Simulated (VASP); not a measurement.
# HfN (Fm-3m) in VASP: further runs

Aim: see how the results for HfN move with the level of theory and the settings. Levels: PBE, r2SCAN. Tasks: single point.

Everything below comes from runs of VASP 6.6.1. Logs are shortened: lines on timing, memory, paths and dates and some standing lists are left out, and cuts for length are marked.

### Step 1. The cell of the first run

It takes space group Fm-3m (No. 225, cubic). The conventional cell has a = 4.549 Å, b = 4.549 Å, c = 4.549 Å, α = 90.00°, β = 90.00°, γ = 90.00°. Within 3.0 Å of Hf (site symmetry m-3m) lie 6 N at 2.27 Å. N (site symmetry m-3m) has 6 Hf at 2.27 Å within 3.0 Å.

### Step 2. Single point, PBE

File INCAR:

```
SYSTEM = HfN
  PREC = Accurate
  ENCUT = 520
  EDIFF = 1E-6
  ISMEAR = -1
  SIGMA = 0.02
  LREAL = .FALSE.
  LASPH = .TRUE.
  NELM = 100
  ALGO = Normal
  ISIF = 2
  LWAVE = .FALSE.
  LCHARG = .FALSE.
  GGA = PE
  NBANDS = 14
```

File KPOINTS:

```
Automatic mesh
0
G
  8 8 8
  0 0 0
```

File POSCAR:

```
HfN
1.0
    0.0000000000      2.2746007550      2.2746007550
    2.2746007550      0.0000000000      2.2746007550
    2.2746007550      2.2746007550      0.0000000000
Hf N
1 1
Direct
    0.0000000000      0.0000000000      0.0000000000
    0.5000000000      0.5000000000      0.5000000000
```

Potentials or basis: VASP PAW PBE potentials, release 64 (Hf_pv, N).

On the command line:

```bash
cat potpaw_PBE.64/Hf_pv/POTCAR potpaw_PBE.64/N/POTCAR > POTCAR
mpirun -np 1 vasp_std > vasp.out
```

OUTCAR:

```text
SYSTEM = HfN
   PREC = Accurate
   ENCUT = 520
   EDIFF = 1E-6
   ISMEAR = -1
   LREAL = .FALSE.
   LASPH = .TRUE.
   NELM = 100
   ISIF = 2
   GGA = PE

 ion  position               nearest neighbor table
   1  0.000  0.000  0.000-   2 2.27   2 2.27   2 2.27   2 2.27   2 2.27   2 2.27
   2  0.500  0.500  0.500-   1 2.27   1 2.27   1 2.27   1 2.27   1 2.27   1 2.27

  LATTYP: Found a face centered cubic cell.
 ALAT       =     4.5492015100

  Lattice vectors:

 A1 = (   0.0000000000,   2.2746007550,   2.2746007550)
 A2 = (   2.2746007550,   0.0000000000,   2.2746007550)
 A3 = (   2.2746007550,   2.2746007550,   0.0000000000)

Analysis of symmetry for initial positions (statically):
=====================================================================
 Subroutine PRICEL returns:
 Original cell was already a primitive cell.

 Routine SETGRP: Setting up the symmetry group for a
 face centered cubic supercell.

 Subroutine GETGRP returns: Found 48 space group operations
 (whereof 48 operations were pure point group operations)
 out of a pool of 48 trial point group operations.

The static configuration has the point symmetry O_h .

Analysis of symmetry for dynamics (positions and initial velocities):
=====================================================================
 Subroutine PRICEL returns:
 Original cell was already a primitive cell.

 Routine SETGRP: Setting up the symmetry group for a
 face centered cubic supercell.

 Subroutine GETGRP returns: Found 48 space group operations
 (whereof 48 operations were pure point group operations)
 out of a pool of 48 trial point group operations.

The dynamic configuration has the point symmetry O_h .

 Subroutine INISYM returns: Found 48 space group operations
 (whereof 48 operations are pure point group operations),
 and found     1 'primitive' translations

----------------------------------------------------------------------------------------

                                     Primitive cell

  volume of cell :      23.5367

  direct lattice vectors                    reciprocal lattice vectors
     0.000000000  2.274600755  2.274600755    -0.219818796  0.219818796  0.219818796
     2.274600755  0.000000000  2.274600755     0.219818796 -0.219818796  0.219818796
     2.274600755  2.274600755  0.000000000     0.219818796  0.219818796 -0.219818796

  length of vectors
     3.216771237  3.216771237  3.216771237     0.380737324  0.380737324  0.380737324

  position of ions in fractional coordinates (direct lattice)
     0.000000000  0.000000000  0.000000000
     0.500000000  0.500000000  0.500000000

  ion indices of the primitive-cell ions
   primitive index   ion index
                 1           1
                 2           2

----------------------------------------------------------------------------------------

 KPOINTS: Automatic mesh

Automatic generation of k-mesh.
 Grid dimensions read from file:
 generate k-points for:    8    8    8

 Generating k-lattice:

  Cartesian coordinates                     Fractional coordinates (reciprocal lattice)
    -0.027477350  0.027477350  0.027477350     0.125000000  0.000000000  0.000000000
     0.027477350 -0.027477350  0.027477350     0.000000000  0.125000000  0.000000000
     0.027477350  0.027477350 -0.027477350     0.000000000  0.000000000  0.125000000

  Length of vectors
     0.047592165  0.047592165  0.047592165

  Shift w.r.t. Gamma in fractional coordinates (k-lattice)
     0.000000000  0.000000000  0.000000000

 Subroutine IBZKPT returns following result:
 ===========================================

 Found     29 irreducible k-points:

 Following reciprocal coordinates:
            Coordinates               Weight
  0.000000  0.000000  0.000000      1.000000
  0.125000  0.000000  0.000000      8.000000
  0.250000  0.000000  0.000000      8.000000
  0.375000  0.000000  0.000000      8.000000
  0.500000  0.000000  0.000000      4.000000
  0.125000  0.125000  0.000000      6.000000
[... 16 lines left out ...]
  0.500000  0.250000  0.125000     48.000000
 -0.375000  0.250000  0.125000     24.000000
 [... further k-points ...]
   k-points           NKPTS =     29   k-points in BZ     NKDIM =     29   number of bands    NBANDS=     14
   number of dos      NEDOS =    301   number of ions     NIONS =      2
   total plane-waves  NPLWV =  13824
   dimension x,y,z NGX =    24 NGY =   24 NGZ =   24
   dimension x,y,z NGXF=    48 NGYF=   48 NGZF=   48
   ions per type =               1   1
   NGX,Y,Z   is equivalent  to a cutoff of  12.40, 12.40, 12.40 a.u.
   NGXF,Y,Z  is equivalent  to a cutoff of  24.81, 24.81, 24.81 a.u.
 SYSTEM =  HfN
   PREC   = accura    normal or accurate (medium, high low for compatibility)
   ISTART =      0    job   : 0-new  1-cont  2-samecut
   ICHARG =      2    charge: 1-file 2-atom 10-const
   ISPIN  =      1    spin polarized calculation?
   LNONCOLLINEAR =      F non collinear calculations
[... 63 lines left out ...]
      4      -9.1777      2.00000
      5       5.2093      2.00000
      6       5.2093      2.00000
      7       5.2093      2.00000
      8       7.8625      2.00000
      9       7.8625      2.00000
     10       7.8625      2.00000
     11       9.8064      0.00000
     12      10.1156      0.00000
     13      10.1156      0.00000
     14      17.7125      0.00000

 k-point     2 :       0.1250    0.0000    0.0000
  band No.  band energies     occupation
      1     -23.1835      2.00000
      2     -23.0551      2.00000
      3     -23.0551      2.00000
      4      -8.8429      2.00000
      5       3.9019      2.00000
      6       4.4495      2.00000
      7       4.4495      2.00000
      8       8.1524      1.76820
      9       8.3400      0.00129
     10       8.3400      0.00129
     11      10.8521      0.00000
     12      11.1835      0.00000
     13      11.1835      0.00000
     14      18.8440      0.00000

 k-point     3 :       0.2500    0.0000    0.0000
  band No.  band energies     occupation
      1     -23.5056      2.00000
      2     -23.0839      2.00000
      3     -23.0839      2.00000
      4      -7.9945      2.00000
      5       1.8243      2.00000
      6       3.2596      2.00000
      7       3.2596      2.00000
      8       8.7414      0.00000
      9       9.5044      0.00000
     10       9.5044      0.00000
     11      12.6688      0.00000
     12      13.3810      0.00000
     13      13.3810      0.00000
     14      20.3025      0.00000

 k-point     4 :       0.3750    0.0000    0.0000
  band No.  band energies     occupation
      1     -23.8070      2.00000
      2     -23.1124      2.00000
      3     -23.1124      2.00000
      4      -7.0346      2.00000
      5       0.1351      2.00000
      6       2.4208      2.00000
      7       2.4208      2.00000
      8       9.9828      0.00000
      9      10.9873      0.00000
     10      10.9873      0.00000
     11      13.4309      0.00000
     12      15.5989      0.00000
     13      15.5989      0.00000
     14      20.1252      0.00000

 k-point     5 :       0.5000    0.0000    0.0000
  band No.  band energies     occupation
      1     -23.9266      2.00000
      2     -23.1242      2.00000
      3     -23.1242      2.00000
      4      -6.5708      2.00000
      5      -0.5608      2.00000
      6       2.1273      2.00000
      7       2.1273      2.00000
      8      11.3853      0.00000
      9      11.7972      0.00000
     10      11.7972      0.00000
     11      12.5197      0.00000
[... 276 lines left out ...]
 k-point    22 :       0.3750    0.2500    0.1250
  band No.  band energies     occupation
      1     -23.5635      2.00000
      2     -23.2420      2.00000
      3     -23.1302      2.00000
      4      -7.7110      2.00000
      5       1.2079      2.00000
      6       3.1487      2.00000
      7       3.5460      2.00000
      8       7.4481      2.00000
      9      10.9392      0.00000
     10      11.3582      0.00000
     11      11.7245      0.00000
     12      13.3344      0.00000
     13      16.2751      0.00000
     14      20.2911      0.00000

 k-point    23 :       0.5000    0.2500    0.1250
  band No.  band energies     occupation
      1     -23.7193      2.00000
      2     -23.3232      2.00000
      3     -23.1731      2.00000
      4      -7.2521      2.00000
      5       0.7537      2.00000
      6       2.5527      2.00000
      7       2.9613      2.00000
      8       8.4415      0.00001
      9      11.5979      0.00000
     10      11.8548      0.00000
     11      13.0119      0.00000
     12      15.2287      0.00000
     13      17.0997      0.00000
     14      19.1372      0.00000

 k-point    24 :      -0.3750    0.2500    0.1250
  band No.  band energies     occupation
      1     -23.7858      2.00000
      2     -23.3447      2.00000
      3     -23.1992      2.00000
      4      -7.0633      2.00000
      5       0.5655      2.00000
      6       2.5042      2.00000
      7       2.5910      2.00000
      8       9.7983      0.00000
      9      10.2113      0.00000
     10      12.4384      0.00000
     11      14.3434      0.00000
     12      15.7490      0.00000
     13      17.3679      0.00000
     14      18.6099      0.00000

 [... further k-points ...]
[... 5 lines left out ...]
  --------------------------------------------------------------------------------------
  -------------------------------------------------------------------------------------
  Total       -0.3473011     -0.3473011     -0.3473011      0.0000000      0.0000000      0.0000000
  in kB      -23.6412902    -23.6412902    -23.6412902      0.0000000      0.0000000      0.0000000
  external PRESSURE =     -23.6412902 kB  Pullay stress =       0.0000000 kB

 VOLUME and BASIS-vectors are now :
 -----------------------------------------------------------------------------
  energy-cutoff  :      520.00
  volume of cell :       23.54
      direct lattice vectors                 reciprocal lattice vectors
     0.000000000  2.274600755  2.274600755    -0.219818796  0.219818796  0.219818796
     2.274600755  0.000000000  2.274600755     0.219818796 -0.219818796  0.219818796
     2.274600755  2.274600755  0.000000000     0.219818796  0.219818796 -0.219818796

 POSITION                                       TOTAL-FORCE (eV/Angst)
 -----------------------------------------------------------------------------------
      0.00000      0.00000      0.00000         0.000000      0.000000      0.000000
      2.27460      2.27460      2.27460        -0.000000     -0.000000     -0.000000
 -----------------------------------------------------------------------------------
    total drift:                                0.000000     -0.000000     -0.000000

  FREE ENERGIE OF THE ION-ELECTRON SYSTEM (eV)
  ---------------------------------------------------
  free  energy   TOTEN  =       -21.7412116236 eV

  energy  without entropy=      -21.7397308781  energy(sigma->0) =      -21.74047125
```

It took 3.8 s on 1 thread of Intel Xeon 6975P-C (Granite Rapids), shared host; peak memory 0.14 GiB.

Results:

```yaml
Free_energy: -21.7412 eV
Pressure: -2.4 GPa
```

Levels at points of the mesh, in eV from the Fermi level:
| k point | band 4 | band 5 | band 6 | band 7 | band 8 | band 9 | band 10 | band 11 | band 12 | band 13 |
| --- | --- | --- | --- | --- | --- | --- | --- | --- | --- | --- |
| (0.00, 0.00, 0.00) | -17.37 | -2.98 | -2.98 | -2.98 | -0.33 | -0.33 | -0.33 | 1.61 | 1.92 | 1.92 |
| (0.50, 0.00, 0.00) | -14.76 | -8.75 | -6.07 | -6.07 | 3.19 | 3.60 | 3.60 | 4.33 | 8.60 | 8.60 |
| (0.50, 0.50, 0.00) | -16.28 | -5.40 | -3.71 | -3.66 | -3.66 | 3.99 | 5.36 | 5.37 | 5.37 | 7.74 |

Caveat: spin-orbit coupling is left out, which moves the levels of the heavy elements.

### Step 3. Single point, PBE

This run uses another cell than the first one, of 11.59 Å³/atom, 0.985 times its volume.

File INCAR:

```
SYSTEM = HfN
ALGO = Normal
EDIFF = 1E-6
ENCUT = 520
GGA = PE
ISIF = 2
ISMEAR = -1
LASPH = .TRUE.
LCHARG = .FALSE.
LREAL = .FALSE.
LWAVE = .FALSE.
NBANDS = 14
NELM = 60
PREC = Accurate
SIGMA = 0.02
```

File KPOINTS:

```
k-points
0
G
  10 10 10
  0 0 0
```

File POSCAR:

```
HfN
1.0
    0.0000000000      2.2633344290      2.2633344290
    2.2633344290      0.0000000000      2.2633344290
    2.2633344290      2.2633344290      0.0000000000
Hf N
1 1
Direct
    0.0000000000      0.0000000000      0.0000000000
    0.5000000000      0.5000000000      0.5000000000
```

Potentials or basis: VASP PAW PBE potentials, release 64 (Hf_pv, N).

On the command line:

```bash
cat potpaw_PBE.64/Hf_pv/POTCAR potpaw_PBE.64/N/POTCAR > POTCAR
mpirun -np 1 vasp_std > vasp.out
```

It took 5.4 s on 1 thread of Intel Xeon 6975P-C (Granite Rapids), shared host; peak memory 0.14 GiB.

The run converged. Its results:

```
Free energy : -21.7498 eV
Pressure    : 1.4 GPa
```

Levels at points of the mesh, in eV from the Fermi level:
| k point | band 4 | band 5 | band 6 | band 7 | band 8 | band 9 | band 10 | band 11 | band 12 | band 13 |
| --- | --- | --- | --- | --- | --- | --- | --- | --- | --- | --- |
| (0.00, 0.00, 0.00) | -17.52 | -3.06 | -3.06 | -3.06 | -0.38 | -0.38 | -0.38 | 1.70 | 1.92 | 1.92 |
| (0.50, 0.00, 0.00) | -14.83 | -8.89 | -6.19 | -6.19 | 3.22 | 3.64 | 3.64 | 4.36 | 8.73 | 8.73 |
| (0.50, 0.50, 0.00) | -16.43 | -5.45 | -3.82 | -3.73 | -3.73 | 4.04 | 5.45 | 5.45 | 5.49 | 7.89 |

Caveat: spin-orbit coupling is left out, which moves the levels of the heavy elements.

### Step 4. Single point, r2SCAN

This run uses another cell than the first one, of 11.59 Å³/atom, 0.985 times its volume.

POSCAR is that of step 3.

File INCAR.step1:

```
PREC = Accurate ; ENCUT = 520
ISMEAR = -1 ; SIGMA = 0.02
LREAL = F ; LASPH = T
NELM = 60 ; NBANDS = 14
GGA = PE ; ALGO = Normal
EDIFF = 1E-4 ; LWAVE = T
LCHARG = F
```

File INCAR.step2:

```
PREC = Accurate ; ENCUT = 520
EDIFF = 1E-6 ; ISMEAR = -1
SIGMA = 0.02 ; LREAL = F
LASPH = T ; NELM = 60
ALGO = Normal ; ISIF = 2
LWAVE = F ; LCHARG = T
METAGGA = R2SCAN ; LMIXTAU = T
LELF = T ; LVHAR = T
NBANDS = 14 ; ISTART = 1
```

File KPOINTS:

```
regular mesh
0
Gamma
  8 8 8
```

On the command line:

```bash
cat potpaw_PBE.64/Hf_pv/POTCAR potpaw_PBE.64/N/POTCAR > POTCAR
cp INCAR.step1 INCAR
mpirun -np 1 vasp_std > vasp.out
cp INCAR.step2 INCAR
mpirun -np 1 vasp_std > vasp.out
```

It took 17 s on 1 thread of Intel Xeon 6975P-C (Granite Rapids), shared host; peak memory 0.14 GiB.

It converged, with:

```yaml
Free_energy: -58.2192 eV
Pressure: -2.7 GPa
```

Levels at points of the mesh, in eV from the Fermi level:
| k point | band 5 | band 6 | band 7 | band 8 | band 9 | band 10 | band 11 | band 12 |
| --- | --- | --- | --- | --- | --- | --- | --- | --- |
| (0.00, 0.00, 0.00) | -3.41 | -3.41 | -3.41 | -0.33 | -0.33 | -0.33 | 1.99 | 1.99 |
| (0.50, 0.00, 0.00) | -9.31 | -6.61 | -6.61 | 3.36 | 3.75 | 3.75 | 4.57 | 9.01 |
| (0.50, 0.50, 0.00) | -5.93 | -4.12 | -4.12 | -3.87 | 4.10 | 5.51 | 5.51 | 5.74 |

Caveat: the PAW data sets were made with another functional, which shifts forces and pressure a little; spin-orbit coupling is left out, which moves the levels of the heavy elements.

### Step 5. Single point, r2SCAN

This run uses another cell than the first one, of 11.59 Å³/atom, 0.985 times its volume.

POSCAR is that of step 4.

File INCAR.step1:

```
PREC     = Accurate       # precision mode
ENCUT    = 520            # plane-wave cutoff, eV
ISMEAR   = -1             # smearing method
SIGMA    = 0.02           # smearing width, eV
LREAL    = False          # projectors in reciprocal space
LASPH    = True           # aspherical terms in the spheres
NELM     = 80             # most SCF steps
NBANDS   = 14             # bands
GGA      = PE             # functional
ALGO     = Normal         # electronic algorithm
EDIFF    = 1E-4           # SCF threshold, eV
LWAVE    = True           # write WAVECAR
LCHARG   = False          # write CHGCAR
```

File INCAR.step2:

```
PREC     = Accurate       # precision mode
ENCUT    = 520            # plane-wave cutoff, eV
EDIFF    = 1E-6           # SCF threshold, eV
ISMEAR   = -1             # smearing method
SIGMA    = 0.02           # smearing width, eV
LREAL    = False          # projectors in reciprocal space
LASPH    = True           # aspherical terms in the spheres
NELM     = 80             # most SCF steps
ALGO     = Normal         # electronic algorithm
ISIF     = 2              # what is computed and relaxed
LWAVE    = False          # write WAVECAR
LCHARG   = True           # write CHGCAR
METAGGA  = R2SCAN         # meta-GGA
LMIXTAU  = True         
LELF     = True           # ELF
LVHAR    = True         
NBANDS   = 14             # bands
ISTART   = 1
```

File KPOINTS:

```
Automatic mesh
0
Gamma
  10 10 10
```

On the command line:

```bash
cat potpaw_PBE.64/Hf_pv/POTCAR potpaw_PBE.64/N/POTCAR > POTCAR
cp INCAR.step1 INCAR
mpirun -np 1 vasp_std > vasp.out
cp INCAR.step2 INCAR
mpirun -np 1 vasp_std > vasp.out
```

Run time: 28 s. Hardware: 1 thread of Intel Xeon 6975P-C (Granite Rapids), shared host; peak memory 0.15 GiB.

The run converged. Its results:

```yaml
Free_energy: -58.2264 eV
Pressure: -2.9 GPa
```

Levels at points of the mesh, in eV from the Fermi level:
```tsv
k point	band 6	band 7	band 8	band 9	band 10	band 11
(0.00, 0.00, 0.00)	-3.45	-3.45	-0.36	-0.36	-0.36	1.97
(0.50, 0.00, 0.00)	-6.65	-6.65	3.33	3.72	3.72	4.55
(0.50, 0.50, 0.00)	-4.16	-4.16	-3.89	4.08	5.49	5.49
```

Caveat: the PAW data sets were made with another functional, which shifts forces and pressure a little; spin-orbit coupling is left out, which moves the levels of the heavy elements.

### Step 6. The runs side by side

```csv
level,cell,k mesh,gap on the mesh (eV),pressure (GPa)
PBE,"a = 3.217 Å, angles 60.0°, 2 atoms",8 × 8 × 8,none,-2.4
PBE,"a = 3.201 Å, angles 60.0°, 2 atoms",10 × 10 × 10,none,1.4
r2SCAN,"a = 3.201 Å, angles 60.0°, 2 atoms",8 × 8 × 8,none,-2.7
r2SCAN,"a = 3.201 Å, angles 60.0°, 2 atoms",10 × 10 × 10,none,-2.9
```

Alike in all rows: task single point; potentials or basis VASP PAW PBE potentials, release 64 (Hf_pv, N); no spin polarisation; cutoff (eV) 520; smearing fermi-dirac 0.02 eV.

Caveats: spin-orbit coupling is left out, which moves the levels of the heavy elements; the PAW data sets were made with another functional, which shifts forces and pressure a little (some runs).

Absolute energies hang on the potentials; compare differences alone.
